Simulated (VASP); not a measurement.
# Ge (Fd-3m) in VASP: notebook

The runs below take Ge through single point, with LDA.

All numbers are computed with VASP 6.6.1; they aren't measurements. Logs are shortened: lines on timing, memory, paths and dates and some standing lists are left out, and cuts for length are marked.

### 1 The cell of the first run

Symmetry: Fd-3m, No. 227, cubic system. Conventional cell: a = 5.622 Å, b = 5.622 Å, c = 5.622 Å, α = 90.00°, β = 90.00°, γ = 90.00°. Within 3.2 Å of Ge (site symmetry -43m) lie 4 Ge at 2.43 Å.

### 2 Single point, LDA

INCAR reads:

```
SYSTEM = Ge
PREC = Accurate ; ENCUT = 520
EDIFF = 1E-6 ; ISMEAR = -1
SIGMA = 0.02 ; LREAL = .False.
LASPH = .True. ; NELM = 100
ALGO = Normal ; ISIF = 2
LWAVE = .False. ; LCHARG = .False.
GGA = CA ; NBANDS = 36
```

KPOINTS reads:

```
Automatic mesh
0
Gamma
  8 8 6
  0 0 0
```

POSCAR reads:

```
Ge
1.0
    2.8109187205      2.8109187205      0.0000000000
   -2.8109187205      2.8109187205      0.0000000000
    0.0000000000      0.0000000000      5.6218374411
Ge
4
Direct
    0.2500000000      0.5000000000      0.3750000000
    0.7500000000      0.0000000000      0.8750000000
    0.2500000000      0.0000000000      0.1250000000
    0.7500000000      0.5000000000      0.6250000000
```

Potentials or basis: VASP PAW LDA potentials, release 64 (Ge_d).

Launch:

```
cat potpaw_LDA.64/Ge_d/POTCAR > POTCAR
mpirun -np 1 vasp_std > vasp.out
```

OUTCAR:

```text
SYSTEM = Ge
   PREC = Accurate
   ENCUT = 520
   EDIFF = 1E-6
   ISMEAR = -1
   LREAL = .False.
   LASPH = .True.
   NELM = 100
   ISIF = 2
   GGA = CA

 ion  position               nearest neighbor table
   1  0.250  0.500  0.375-   3 2.43   4 2.43   3 2.43   4 2.43
   2  0.750  0.000  0.875-   3 2.43   4 2.43   4 2.43   3 2.43
   3  0.250  0.000  0.125-   1 2.43   2 2.43   1 2.43   2 2.43
   4  0.750  0.500  0.625-   1 2.43   2 2.43   2 2.43   1 2.43

  LATTYP: Found a simple tetragonal cell.
 ALAT       =     3.9752393773
 C/A-ratio  =     1.4142135624

  Lattice vectors:

 A1 = (   2.8109187205,   2.8109187205,   0.0000000000)
 A2 = (  -2.8109187205,   2.8109187205,   0.0000000000)
 A3 = (   0.0000000000,   0.0000000000,   5.6218374411)

Analysis of symmetry for initial positions (statically):
=====================================================================
 Subroutine PRICEL returns following result:

  LATTYP: Found a face centered cubic cell.
 ALAT       =     5.6218374411

  Lattice vectors:

 A1 = (   0.0000000000,  -2.8109187205,  -2.8109187206)
 A2 = (   2.8109187205,   0.0000000000,  -2.8109187205)
 A3 = (   2.8109187205,  -2.8109187205,   0.0000000000)

   2 primitive cells build up your supercell.

 Routine SETGRP: Setting up the symmetry group for a
 simple tetragonal supercell.

 Subroutine GETGRP returns: Found 16 space group operations
 (whereof  4 operations were pure point group operations)
 out of a pool of 16 trial point group operations.

The static configuration has the point symmetry C_2h.
 The point group associated with its full space group is D_4h.

Analysis of symmetry for dynamics (positions and initial velocities):
=====================================================================
 Subroutine PRICEL returns following result:

  LATTYP: Found a face centered cubic cell.
 ALAT       =     5.6218374411

  Lattice vectors:

 A1 = (   0.0000000000,  -2.8109187205,  -2.8109187206)
 A2 = (   2.8109187205,   0.0000000000,  -2.8109187205)
 A3 = (   2.8109187205,  -2.8109187205,   0.0000000000)

   2 primitive cells build up your supercell.

 Routine SETGRP: Setting up the symmetry group for a
 simple tetragonal supercell.

 Subroutine GETGRP returns: Found 16 space group operations
 (whereof  4 operations were pure point group operations)
 out of a pool of 16 trial point group operations.

[... 98 lines left out ...]
   LASPH  =      T    aspherical Exc in radial PAW
   ENCUT  =  520.0 eV  38.22 Ry    6.18 a.u.   7.39  7.39 10.45*2*pi/ulx,y,z
   NELM   =    100;   NELMIN=  2; NELMDL= -5     # of ELM steps
   EDIFF  = 0.1E-05   stopping-criterion for ELM
   LREAL  =      F    real-space projection
   EDIFFG = 0.1E-04   stopping-criterion for IOM
   NSW    =      0    number of steps for IOM
   IBRION =     -1    ionic relax: 0-MD 1-quasi-New 2-CG
   NFREE  =      0    steps in history (QN), initial steepest desc. (CG)
   ISIF   =      2    stress and relaxation
   ISYM   =      2    0-nonsym 1-usesym 2-fastsym
   POTIM  = 0.5000    time-step for ionic-motion
   TEBEG  =    0.0;   TEEND  =   0.0 temperature during run
   PSTRESS=    0.0 pullay stress
   NELECT =      56.0000    total number of electrons
   NUPDOWN=      -1.0000    fix difference up-down
   EMIN   =  10.00;   EMAX   =-10.00  energy-range for DOS
   EFERMI =   0.00;   METHOD = LEGACY
   ISMEAR =    -1;   SIGMA  =   0.02  broadening in eV -4-tet -1-fermi 0-gaus
   EFERMI_NEDOS =   21; number of points for ismear=-14 and -15
   IALGO  =     38    algorithm
   IMIX   =      4    mixing-type and parameters
     AMIX     =   0.40;   BMIX     =  1.00
     AMIX_MAG =   1.60;   BMIX_MAG =  1.00
  volume/ion in A,a.u.               =      22.21       149.88
  Fermi-wavevector in a.u.,A,eV,Ry     =   1.403684  2.652577 26.807935  1.970328
  Thomas-Fermi vector in A             =   2.526321
   LORBIT       =      0    0 simple, 1 ext, 2 COOP (PROOUT), +10 PAW based schemes
   GGA     = CA    functional components
   LHFCALC =     F    Hartree Fock is set to
   AEXX    =    0.0000 exact exchange contribution
   IVDW    =     0    specifies the selected vdW correction
   LEPSILON=     F    determine dielectric tensor
   LRPA    =     F    only Hartree local field effects (RPA)
 non-spin polarized calculation
  energy-cutoff  :      520.00
  volume of cell :       88.84
 maximum number of plane-waves:      2432
 NGX is ok and might be reduce to    30
   NGX = 15   NGY = 15   NGZ = 21

 number of electron      56.0000032 magnetization

 Free energy of the ion-electron system (eV)
  ---------------------------------------------------
  ext. energy  EPLUGINS =         0.00000000
  ---------------------------------------------------
  free energy    TOTEN  =       -20.77603228 eV

  energy without entropy =      -20.77578747  energy(sigma->0) =      -20.77590988

 E-fermi :   4.9428     XC(G=0): -10.3790

 val. band max:        4.9119431808   @ k =   0.0000   0.0000   0.0000
 cond. band min:       4.9430984693   @ k =   0.0000   0.0000   0.0000
 fundamental gap:      0.0311552885
 Fermi energy:         4.9427903219

 k-point     1 :       0.0000    0.0000    0.0000
  band No.  band energies     occupation
      1     -20.0916      2.00000
      2     -20.0916      2.00000
      3     -20.0562      2.00000
      4     -20.0562      2.00000
      5     -20.0554      2.00000
      6     -20.0183      2.00000
[... 925 lines left out ...]
     35      10.8951      0.00000
     36      10.8951      0.00000

 [... further k-points ...]

------------------------ aborting loop because EDIFF is reached ----------------------------------------

  FORCE on cell =-STRESS in cart. coord.  units (eV):
  Direction    XX          YY          ZZ          XY          YZ          ZX
  --------------------------------------------------------------------------------------
  -------------------------------------------------------------------------------------
  Total        0.1041927      0.1041927      0.0319666      0.0000000     -0.0000000      0.0000000
  in kB        1.8790709      1.8790709      0.5765041      0.0000000     -0.0000000      0.0000000
  external PRESSURE =       1.4448820 kB  Pullay stress =       0.0000000 kB

 VOLUME and BASIS-vectors are now :
 -----------------------------------------------------------------------------
  energy-cutoff  :      520.00
  volume of cell :       88.84
      direct lattice vectors                 reciprocal lattice vectors
     2.810918721  2.810918721  0.000000000     0.177877786  0.177877786  0.000000000
    -2.810918721  2.810918721  0.000000000    -0.177877786  0.177877786  0.000000000
     0.000000000  0.000000000  5.621837441     0.000000000  0.000000000  0.177877786

 POSITION                                       TOTAL-FORCE (eV/Angst)
 -----------------------------------------------------------------------------------
     -0.70273      2.10819      2.10819         0.000000     -0.000000     -0.000000
      2.10819      2.10819      4.91911         0.000000     -0.000000     -0.000000
      0.70273      0.70273      0.70273        -0.000000      0.000000      0.000000
      0.70273      3.51365      3.51365        -0.000000      0.000000      0.000000
 -----------------------------------------------------------------------------------
    total drift:                                0.000000     -0.000000      0.000000

  FREE ENERGIE OF THE ION-ELECTRON SYSTEM (eV)
  ---------------------------------------------------
  free  energy   TOTEN  =       -20.7760322836 eV

  energy  without entropy=      -20.7757874685  energy(sigma->0) =      -20.77590988
```

OSZICAR:

```text
N       E                     dE             d eps       ncg     rms          rms(c)
DAV:   1     0.488672120157E+03    0.48867E+03   -0.28162E+04  4952   0.423E+03
DAV:   2     0.635854499607E+02   -0.42509E+03   -0.41430E+03  4320   0.797E+02
DAV:   3    -0.166457816623E+02   -0.80231E+02   -0.79040E+02  4708   0.205E+02
DAV:   4    -0.210559959668E+02   -0.44102E+01   -0.43978E+01  5072   0.558E+01
DAV:   5    -0.211407316737E+02   -0.84736E-01   -0.84716E-01  4824   0.858E+00    0.478E+00
DAV:   6    -0.208970548058E+02    0.24368E+00   -0.10683E-01  4676   0.210E+00    0.274E+00
DAV:   7    -0.207743132333E+02    0.12274E+00   -0.18039E-01  4596   0.231E+00    0.192E-01
DAV:   8    -0.207758982329E+02   -0.15850E-02   -0.13130E-02  4788   0.928E-01    0.901E-02
DAV:   9    -0.207760425439E+02   -0.14431E-03   -0.24888E-04  4920   0.985E-02    0.214E-02
DAV:  10    -0.207760323613E+02    0.10183E-04   -0.23006E-05  5640   0.661E-02    0.120E-02
DAV:  11    -0.207760322836E+02    0.77678E-07   -0.16299E-06  3200   0.123E-02
   1 F= -.20776032E+02 E0= -.20775910E+02  d E =-.244815E-03
```

Run time: 60 s. Hardware: 1 thread of Intel Xeon 6975P-C (Granite Rapids), shared host; peak memory 0.24 GiB.

Results:

```
Free energy            : -20.7760 eV
Pressure               : 0.1 GPa
Band gap on the k mesh : 0.03 eV
```

### 3 Single point, LDA

INCAR reads:

```
SYSTEM = Ge
PREC = Accurate
ENCUT = 520
EDIFF = 1E-6
ISMEAR = -1
SIGMA = 0.02
LREAL = .FALSE.
LASPH = .TRUE.
NELM = 80
ALGO = Normal
ISIF = 2
LWAVE = .FALSE.
LCHARG = .FALSE.
NBANDS = 36
```

KPOINTS reads:

```
Automatic mesh
0
G
  8 8 6
  0 0 0
```

POSCAR is that of step 2.

Potentials or basis: VASP PAW LDA potentials, release 64 (Ge_d).

Launch:

```
cat potpaw_LDA.64/Ge_d/POTCAR > POTCAR
mpirun -np 1 vasp_std > vasp.out
```

It took 63 s on 1 thread of Intel Xeon 6975P-C (Granite Rapids), shared host; peak memory 0.24 GiB.

The run converged. Its results:

```yaml
Free_energy: -20.7760 eV
Pressure: 0.1 GPa
Band_gap_on_the_k_mesh: 0.03 eV
```

Levels at points of the mesh, in eV from the valence-band top:
```tsv
k point	band 26	band 27	band 28	band 29	band 30	band 31
(0.00, 0.00, 0.00)	0.00	0.00	0.00	0.03	0.64	0.64
(0.50, 0.00, 0.00)	-3.97	-1.54	-1.54	1.92	1.92	4.81
(0.50, 0.50, 0.00)	-3.14	-3.14	-3.14	0.64	0.64	0.64
(0.00, 0.00, 0.50)	-2.09	-2.09	-2.09	0.92	0.92	2.70
(0.50, 0.00, 0.50)	-1.43	-1.43	-1.43	0.12	0.12	3.73
(0.50, 0.50, 0.50)	-4.01	-4.01	-4.01	4.33	4.33	4.33
```

A k mesh can miss the band edges.
